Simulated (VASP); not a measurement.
# Sn3Se (Pm-3m) in VASP: notebook

Sn3Se is run at these levels: PBEsol; tasks: single point.

Program: VASP 6.6.1. These are calculated values, not measurements. Logs are shortened: lines on timing, memory, paths and dates and some standing lists are left out, and cuts for length are marked.

### 1 The cell of the first run

Symmetry: Pm-3m, No. 221, cubic system. The conventional cell has a = 4.742 Å, b = 4.742 Å, c = 4.742 Å, α = 90.00°, β = 90.00°, γ = 90.00°. Within 4.4 Å of Sn (site symmetry 4/mmm) lie 8 Sn at 3.35 Å and 4 Se at 3.35 Å. Se (site symmetry m-3m) has 12 Sn at 3.35 Å within 4.4 Å.

### 2 Single point, PBEsol

INCAR

```
PREC = Accurate
ENCUT = 520
EDIFF = 1E-6
ISMEAR = 0
SIGMA = 0.05
LREAL = F
LASPH = T
NELM = 100
ALGO = Normal
ISIF = 2
LWAVE = F
LCHARG = F
GGA = PS
NBANDS = 32
```

KPOINTS

```
Automatic mesh
0
Gamma
  8 8 8
```

POSCAR

```
Sn3Se
1.0
    4.7418790000      0.0000000000      0.0000000000
    0.0000000000      4.7418790000      0.0000000000
    0.0000000000      0.0000000000      4.7418790000
Sn Se
3 1
Direct
    0.5000000000      0.5000000000      0.0000000000
    0.5000000000      0.0000000000      0.5000000000
    0.0000000000      0.5000000000      0.5000000000
    0.0000000000      0.0000000000      0.0000000000
```

Potentials or basis: VASP PAW PBE potentials, release 64 (Sn_d, Se).

Command:

```
> cat potpaw_PBE.64/Sn_d/POTCAR potpaw_PBE.64/Se/POTCAR > POTCAR
> mpirun -np 1 vasp_std > vasp.out
```

OUTCAR:

```text
PREC = Accurate
   ENCUT = 520
   EDIFF = 1E-6
   ISMEAR = 0
   LREAL = F
   LASPH = T
   NELM = 100
   ISIF = 2
   GGA = PS

 ion  position               nearest neighbor table
   1  0.500  0.500  0.000-   2 3.35   3 3.35   2 3.35   3 3.35   2 3.35   2 3.35   3 3.35   3 3.35

   2  0.500  0.000  0.500-   1 3.35   3 3.35   1 3.35   1 3.35   3 3.35   1 3.35   3 3.35   3 3.35

   3  0.000  0.500  0.500-   1 3.35   2 3.35   1 3.35   2 3.35   1 3.35   2 3.35   1 3.35   2 3.35

   4  0.000  0.000  0.000-

  LATTYP: Found a simple cubic cell.
 ALAT       =     4.7418790000

  Lattice vectors:

 A1 = (   4.7418790000,   0.0000000000,   0.0000000000)
 A2 = (   0.0000000000,   4.7418790000,   0.0000000000)
 A3 = (   0.0000000000,   0.0000000000,   4.7418790000)

Analysis of symmetry for initial positions (statically):
=====================================================================
 Subroutine PRICEL returns:
 Original cell was already a primitive cell.

 Routine SETGRP: Setting up the symmetry group for a
 simple cubic supercell.

 Subroutine GETGRP returns: Found 48 space group operations
 (whereof 48 operations were pure point group operations)
 out of a pool of 48 trial point group operations.

The static configuration has the point symmetry O_h .

Analysis of symmetry for dynamics (positions and initial velocities):
=====================================================================
 Subroutine PRICEL returns:
 Original cell was already a primitive cell.

 Routine SETGRP: Setting up the symmetry group for a
 simple cubic supercell.

 Subroutine GETGRP returns: Found 48 space group operations
 (whereof 48 operations were pure point group operations)
 out of a pool of 48 trial point group operations.

The dynamic configuration has the point symmetry O_h .

 Subroutine INISYM returns: Found 48 space group operations
 (whereof 48 operations are pure point group operations),
 and found     1 'primitive' translations

----------------------------------------------------------------------------------------

                                     Primitive cell

  volume of cell :     106.6231

  direct lattice vectors                    reciprocal lattice vectors
     4.741879000  0.000000000  0.000000000     0.210886866  0.000000000  0.000000000
     0.000000000  4.741879000  0.000000000     0.000000000  0.210886866  0.000000000
     0.000000000  0.000000000  4.741879000     0.000000000  0.000000000  0.210886866

  length of vectors
     4.741879000  4.741879000  4.741879000     0.210886866  0.210886866  0.210886866

  position of ions in fractional coordinates (direct lattice)
     0.500000000  0.500000000  0.000000000
     0.500000000  0.000000000  0.500000000
     0.000000000  0.500000000  0.500000000
     0.000000000  0.000000000  0.000000000

  ion indices of the primitive-cell ions
   primitive index   ion index
                 1           1
                 2           2
                 3           3
                 4           4

----------------------------------------------------------------------------------------

 KPOINTS: Automatic mesh

Automatic generation of k-mesh.
 Grid dimensions read from file:
 generate k-points for:    8    8    8

 Generating k-lattice:

  Cartesian coordinates                     Fractional coordinates (reciprocal lattice)
     0.026360858  0.000000000  0.000000000     0.125000000  0.000000000  0.000000000
     0.000000000  0.026360858  0.000000000     0.000000000  0.125000000  0.000000000
     0.000000000  0.000000000  0.026360858     0.000000000  0.000000000  0.125000000

  Length of vectors
     0.026360858  0.026360858  0.026360858

  Shift w.r.t. Gamma in fractional coordinates (k-lattice)
     0.000000000  0.000000000  0.000000000

 Subroutine IBZKPT returns following result:
 ===========================================

 Found     35 irreducible k-points:

 Following reciprocal coordinates:
            Coordinates               Weight
  0.000000  0.000000  0.000000      1.000000
  0.125000  0.000000  0.000000      6.000000
  0.250000  0.000000  0.000000      6.000000
  0.375000  0.000000  0.000000      6.000000
  0.500000  0.000000  0.000000      3.000000
  0.125000  0.125000  0.000000     12.000000
[... 16 lines left out ...]
  0.375000  0.375000  0.125000     24.000000
  0.500000  0.375000  0.125000     24.000000
 [... further k-points ...]
   k-points           NKPTS =     35   k-points in BZ     NKDIM =     35   number of bands    NBANDS=     32
   number of dos      NEDOS =    301   number of ions     NIONS =      4
   total plane-waves  NPLWV =  46656
   dimension x,y,z NGX =    36 NGY =   36 NGZ =   36
   dimension x,y,z NGXF=    72 NGYF=   72 NGZF=   72
   ions per type =               3   1
   NGX,Y,Z   is equivalent  to a cutoff of  12.62, 12.62, 12.62 a.u.
   NGXF,Y,Z  is equivalent  to a cutoff of  25.24, 25.24, 25.24 a.u.
 SYSTEM =  unknown system
   PREC   = accura    normal or accurate (medium, high low for compatibility)
   ISTART =      0    job   : 0-new  1-cont  2-samecut
   ICHARG =      2    charge: 1-file 2-atom 10-const
   ISPIN  =      1    spin polarized calculation?
   LNONCOLLINEAR =      F non collinear calculations
   LSORBIT =      F    spin-orbit coupling
   LASPH  =      T    aspherical Exc in radial PAW
   ENCUT  =  520.0 eV  38.22 Ry    6.18 a.u.   8.82  8.82  8.82*2*pi/ulx,y,z
   NELM   =    100;   NELMIN=  2; NELMDL= -5     # of ELM steps
   EDIFF  = 0.1E-05   stopping-criterion for ELM
   LREAL  =      F    real-space projection
   EDIFFG = 0.1E-04   stopping-criterion for IOM
   NSW    =      0    number of steps for IOM
   IBRION =     -1    ionic relax: 0-MD 1-quasi-New 2-CG
   NFREE  =      0    steps in history (QN), initial steepest desc. (CG)
   ISIF   =      2    stress and relaxation
   ISYM   =      2    0-nonsym 1-usesym 2-fastsym
   POTIM  = 0.5000    time-step for ionic-motion
   TEBEG  =    0.0;   TEEND  =   0.0 temperature during run
   PSTRESS=    0.0 pullay stress
   NELECT =      48.0000    total number of electrons
   NUPDOWN=      -1.0000    fix difference up-down
   EMIN   =  10.00;   EMAX   =-10.00  energy-range for DOS
   EFERMI =   0.00;   METHOD = LEGACY
   ISMEAR =     0;   SIGMA  =   0.05  broadening in eV -4-tet -1-fermi 0-gaus
   EFERMI_NEDOS =   21; number of points for ismear=-14 and -15
   IALGO  =     38    algorithm
   IMIX   =      4    mixing-type and parameters
     AMIX     =   0.40;   BMIX     =  1.00
     AMIX_MAG =   1.60;   BMIX_MAG =  1.00
  volume/ion in A,a.u.               =      26.66       179.88
  Fermi-wavevector in a.u.,A,eV,Ry     =   1.254695  2.371029 21.419096  1.574259
  Thomas-Fermi vector in A             =   2.388487
   LORBIT       =      0    0 simple, 1 ext, 2 COOP (PROOUT), +10 PAW based schemes
   GGA     = PS    functional components
   LHFCALC =     F    Hartree Fock is set to
   AEXX    =    0.0000 exact exchange contribution
   IVDW    =     0    specifies the selected vdW correction
   LEPSILON=     F    determine dielectric tensor
   LRPA    =     F    only Hartree local field effects (RPA)
 non-spin polarized calculation
 Gauss-broadening in eV      SIGMA  =   0.05
  energy-cutoff  :      520.00
  volume of cell :      106.62
 maximum number of plane-waves:      2897
 NGX is ok and might be reduce to    36
   NGX = 17   NGY = 17   NGZ = 17

 number of electron      47.9999994 magnetization

 Free energy of the ion-electron system (eV)
  ---------------------------------------------------
  ext. energy  EPLUGINS =         0.00000000
  ---------------------------------------------------
  free energy    TOTEN  =       -16.49547688 eV

  energy without entropy =      -16.48967907  energy(sigma->0) =      -16.49257798

 E-fermi :   7.1441     XC(G=0): -10.3148

 val. band max:        7.0710745153   @ k =   0.5000   0.2500   0.0000
 cond. band min:       7.1510612850   @ k =   0.5000   0.5000   0.0000
 fundamental gap:      0.0799867698
 Fermi energy:         7.1440614801

 k-point     1 :       0.0000    0.0000    0.0000
  band No.  band energies     occupation
      1     -14.6141      2.00000
      2     -14.6141      2.00000
      3     -14.6141      2.00000
      4     -14.5896      2.00000
      5     -14.5896      2.00000
      6     -14.5626      2.00000
[... 24 lines left out ...]
     31      12.4910      0.00000
     32      12.7474      0.00000

 k-point     2 :       0.1250    0.0000    0.0000
  band No.  band energies     occupation
      1     -14.6125      2.00000
      2     -14.6062      2.00000
      3     -14.6062      2.00000
      4     -14.5890      2.00000
      5     -14.5850      2.00000
      6     -14.5571      2.00000
[... 24 lines left out ...]
     31      12.8313      0.00000
     32      12.9821      0.00000

 k-point     3 :       0.2500    0.0000    0.0000
  band No.  band energies     occupation
      1     -14.6082      2.00000
      2     -14.5877      2.00000
      3     -14.5841      2.00000
      4     -14.5841      2.00000
      5     -14.5721      2.00000
      6     -14.5422      2.00000
[... 24 lines left out ...]
     31      12.2369      0.00000
     32      12.5137      0.00000

 k-point     4 :       0.3750    0.0000    0.0000
  band No.  band energies     occupation
      1     -14.6035      2.00000
      2     -14.5863      2.00000
      3     -14.5558      2.00000
      4     -14.5558      2.00000
      5     -14.5551      2.00000
      6     -14.5281      2.00000
[... 654 lines left out ...]
     31      11.5370      0.00000
     32      14.9304      0.00000

 k-point    23 :       0.3750    0.3750    0.1250
  band No.  band energies     occupation
      1     -14.5819      2.00000
      2     -14.5773      2.00000
      3     -14.5688      2.00000
      4     -14.5469      2.00000
      5     -14.5391      2.00000
      6     -14.5278      2.00000
[... 24 lines left out ...]
     31      12.9285      0.00000
     32      14.0370      0.00000

 k-point    24 :       0.5000    0.3750    0.1250
  band No.  band energies     occupation
      1     -14.5805      2.00000
      2     -14.5759      2.00000
      3     -14.5682      2.00000
      4     -14.5477      2.00000
      5     -14.5393      2.00000
      6     -14.5272      2.00000
[... 24 lines left out ...]
     31      12.1767      0.00000
     32      14.9806      0.00000

 [... further k-points ...]

------------------------ aborting loop because EDIFF is reached ----------------------------------------

  FORCE on cell =-STRESS in cart. coord.  units (eV):
  Direction    XX          YY          ZZ          XY          YZ          ZX
  --------------------------------------------------------------------------------------
  -------------------------------------------------------------------------------------
  Total       -1.7763248     -1.7763248     -1.7763248     -0.0000000     -0.0000000     -0.0000000
  in kB      -26.6920269    -26.6920269    -26.6920269     -0.0000000     -0.0000000     -0.0000000
  external PRESSURE =     -26.6920269 kB  Pullay stress =       0.0000000 kB

 VOLUME and BASIS-vectors are now :
 -----------------------------------------------------------------------------
  energy-cutoff  :      520.00
  volume of cell :      106.62
      direct lattice vectors                 reciprocal lattice vectors
     4.741879000  0.000000000  0.000000000     0.210886866  0.000000000  0.000000000
     0.000000000  4.741879000  0.000000000     0.000000000  0.210886866  0.000000000
     0.000000000  0.000000000  4.741879000     0.000000000  0.000000000  0.210886866

 POSITION                                       TOTAL-FORCE (eV/Angst)
 -----------------------------------------------------------------------------------
      2.37094      2.37094      0.00000         0.000000      0.000000      0.000000
      2.37094      0.00000      2.37094         0.000000      0.000000      0.000000
      0.00000      2.37094      2.37094         0.000000      0.000000      0.000000
      0.00000      0.00000      0.00000         0.000000      0.000000      0.000000
 -----------------------------------------------------------------------------------
    total drift:                                0.000000      0.000000      0.000000

  FREE ENERGIE OF THE ION-ELECTRON SYSTEM (eV)
  ---------------------------------------------------
  free  energy   TOTEN  =       -16.4954768818 eV

  energy  without entropy=      -16.4896790749  energy(sigma->0) =      -16.49257798
```

Run time: 2.7 min. Hardware: 1 thread of AMD EPYC 7R13, shared host; peak memory 0.23 GiB.

What came out:

| Property | Result |
| --- | --- |
| Free energy | -16.4955 eV |
| Pressure | -2.7 GPa |
| Band gap on the k mesh | zero (band 24 reaches 9.09 eV, above the bottom of band 25 at 6.66 eV) |

Levels at points of the mesh, in eV from the Fermi level:
```
           k point  band 22  band 23  band 24  band 25  band 26  band 27
(0.00, 0.00, 0.00)    -4.36    -0.09    -0.09    -0.09     2.21     2.21
(0.50, 0.00, 0.00)    -1.91    -1.85    -1.85    -0.23     1.80     2.07
(0.50, 0.50, 0.00)    -2.07    -2.07    -0.72     0.01     0.01     0.02
(0.50, 0.50, 0.50)    -5.29    -4.78     1.94     1.94     1.94     5.79
```

Caveat: the PAW data sets were made with another functional, which shifts forces and pressure a little; spin-orbit coupling is left out, which moves the levels of the heavy elements.

### 3 Single point, PBEsol

INCAR

```
PREC = Accurate ; ENCUT = 520
EDIFF = 1E-7 ; ISMEAR = 0
SIGMA = 0.05 ; LREAL = False
LASPH = True ; NELM = 80
ALGO = Normal ; ISIF = 2
LWAVE = False ; LCHARG = True
GGA = PS ; LELF = True
LVHAR = True ; NBANDS = 32
```

KPOINTS

```
Automatic mesh
0
Gamma
  9 9 9
```

POSCAR is that of step 2.

Potentials or basis: VASP PAW PBE potentials, release 64 (Sn_d, Se).

Command:

```
> cat potpaw_PBE.64/Sn_d/POTCAR potpaw_PBE.64/Se/POTCAR > POTCAR
> mpirun -np 1 vasp_std > vasp.out
```

Run time: 3.1 min. Hardware: 1 thread of AMD EPYC 7R13, shared host; peak memory 0.23 GiB.

Results (log left out):

- Free energy: -16.5192 eV
- Pressure: -2.6 GPa
- Band gap on the k mesh: zero (band 24 reaches 8.75 eV, above the bottom of band 25 at 6.64 eV)

Levels at points of the mesh, in eV from the Fermi level:
| k point | band 21 | band 22 | band 23 | band 24 | band 25 | band 26 | band 27 | band 28 |
| --- | --- | --- | --- | --- | --- | --- | --- | --- |
| (0.00, 0.00, 0.00) | -4.31 | -4.31 | -0.04 | -0.04 | -0.04 | 2.27 | 2.27 | 2.27 |

Caveat: the PAW data sets were made with another functional, which shifts forces and pressure a little; spin-orbit coupling is left out, which moves the levels of the heavy elements.
